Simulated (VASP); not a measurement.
Wanted: the native input for a VASP 6.6.1 run.

- Task: single point
- Functional: LDA
- Potentials or basis: VASP PAW LDA potentials, release 64 (Hf_pv, N)
- Cutoff: 520 eV
- k mesh: 10 × 10 × 10
- Occupations: fermi-dirac, width 0.03 eV
- Spin: no spin polarisation
- Dipole correction: no
- Further INCAR settings: ALGO = Normal; EDIFF = 1e-07; NBANDS = 14

The structure of HfN lies in POSCAR:

```
HfN
1.0
    0.0000000000      2.2514447596      2.2514447596
    2.2514447596      0.0000000000      2.2514447596
    2.2514447596      2.2514447596      0.0000000000
Hf N
1 1
Direct
    0.0000000000      0.0000000000      0.0000000000
    0.5000000000      0.5000000000      0.5000000000
```

This cell differs from its parent crystal: volume scaled by 0.99.

The input as run:

INCAR

```
PREC = Accurate ; ENCUT = 520
EDIFF = 1E-7 ; ISMEAR = -1
SIGMA = 0.03 ; LREAL = False
LASPH = True ; NELM = 60
ALGO = Normal ; ISIF = 2
LWAVE = False ; LCHARG = True
GGA = CA ; LELF = True
LVHAR = True ; NBANDS = 14
```

KPOINTS

```
Automatic mesh
0
Gamma
  10 10 10
```

Potentials or basis: VASP PAW LDA potentials, release 64 (Hf_pv, N).

Command:

```console
$ cat potpaw_LDA.64/Hf_pv/POTCAR potpaw_LDA.64/N/POTCAR > POTCAR
$ mpirun -np 1 vasp_std > vasp.out
```

Results of the run:

| Item | Value |
| --- | --- |
| Pressure | -7.9 GPa |

It took 24 s on 1 thread of Intel Xeon 8259CL (shared host), peak memory 0.14 GiB.
